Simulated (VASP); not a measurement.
Crystal: MgB2.

```
CELL_PARAMETERS angstrom
3.08500 0.00000 0.00000
-1.54250 2.67169 0.00000
0.00000 0.00000 3.52300
ATOMIC_POSITIONS crystal
Mg 0.00000 0.00000 0.00000
B 0.66667 0.33333 0.50000
B 0.33333 0.66667 0.50000
```

```yaml
Program: VASP 6.6.1
Task: relaxation of cell and atoms
Functional: BLYP
Dispersion: D4
Potentials_or_basis: VASP PAW PBE potentials, release 64 (Mg, B)
Cutoff: 600 eV
k_mesh: 10 × 10 × 8
Occupations: fermi-dirac, width 0.05 eV
Spin: no spin polarisation
```

At the start: pressure -6.9 GPa; volume 9.68 Å³/atom.

Q: How do energy, volume and symmetry change on relaxing?

A: Over 5 steps the energy falls by 11.3 meV/atom and the volume is 9.19 Å³/atom (-5.1 %); space group P6/mmm (No. 191, to 0.1 Å) before and after.

The path:
```csv
step,energy change (eV),largest force (eV/Å),pressure (GPa),volume (Å³)
1,0.0000,0.0000,-6.93,29.04
2,-0.0292,0.0000,2.12,27.31
3,-0.0313,0.0000,0.13,27.65
4,-0.0339,0.0000,0.06,27.59
5,-0.0340,0.0000,0.03,27.57
```

Final structure:
```
Mg B
1.0
     3.04756    0.00000    0.00000
    -1.52378    2.63927    0.00000
     0.00000    0.00000    3.42732
Mg B
1 2
Cartesian
  0.0000 0.0000 0.0000
  1.5238 0.8798 1.7137
  0.0000 1.7595 1.7137
```

Caveat: the PAW data sets were made with another functional, which shifts forces and pressure a little.
